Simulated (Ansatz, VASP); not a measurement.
K in VASP and in Ansatz

```
CELL_PARAMETERS angstrom
-2.65194 2.65194 2.49562
2.65194 -2.65194 2.49562
2.65194 2.65194 -2.49562
ATOMIC_POSITIONS crystal
K 0.00000 0.00000 0.00000
```

Alike in both runs: functional PBEsol; k mesh 12 × 12 × 12; occupations gaussian, width 0.1 eV; no spin polarisation.

Ansatz relaxed the structure, and its values are those at the end. VASP's run is a single point on that final structure, the one shown.

```csv
,VASP,Ansatz
version,VASP 6.6.1,Ansatz 0.2.0
potentials or method,"VASP PAW PBE potentials, release 64 (K_sv), cutoff 520 eV","scalar-relativistic, plane waves, PAW"
valence electrons in the cell,9,9
```

|  | VASP | Ansatz | Ansatz less VASP |
| --- | --- | --- | --- |
| gap on the k mesh at the Fermi level (eV) | none | none | - |
| pressure (GPa) | 0.0 | 0.0 | +0.01 |

VASP's potentials were made for PBE, not for PBEsol. A gap of «none» marks a metal or a gap that the smearing closes.
